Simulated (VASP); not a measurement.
HfC: single point with PBE

The system is HfC.

```xyz
2
Lattice="0.0000 2.3250 2.3018 2.3250 0.0000 2.3018 2.3250 2.3250 0.0000" Properties=species:S:1:pos:R:3 pbc="T T T"
Hf    2.3250    2.3250    2.3018
C     0.0000    0.0000    0.0000
```

This cell differs from its parent crystal: zz strain of -1 %.

```json
{
  "Program": "VASP 6.6.1",
  "Task": "single point",
  "Functional": "PBE",
  "Potentials or basis": "VASP PAW PBE potentials, release 64 (Hf_pv, C)",
  "Cutoff": "520 eV",
  "k mesh": "15 × 15 × 15",
  "Occupations": "fermi-dirac, width 0.05 eV",
  "Spin": "no spin polarisation"
}
```

- Pressure: 2.0 GPa
- Band gap on the k mesh: zero (band 7 reaches 7.07 eV, above the bottom of band 8 at 5.54 eV)

Stress tensor (GPa, compression positive):
```
0.65 0.00 0.00
0.00 0.65 0.00
0.00 0.00 4.82
```

Levels at points of the mesh, in eV from the Fermi level:
```
           k point  band 3  band 4  band 5  band 6  band 7  band 8  band 9  band 10  band 11  band 12
(0.00, 0.00, 0.00)  -29.48  -12.33    1.02    1.02    1.07    1.39    1.39     1.50     3.39     3.51
```

It took 29 s on 1 thread of Intel(R) Xeon(R) 6975P-C (Granite Rapids) (shared host), peak memory 0.22 GiB.

Caveat: the cell differs from its parent crystal (zz strain of -1 %); spin-orbit coupling is left out, which moves the levels of the heavy elements.
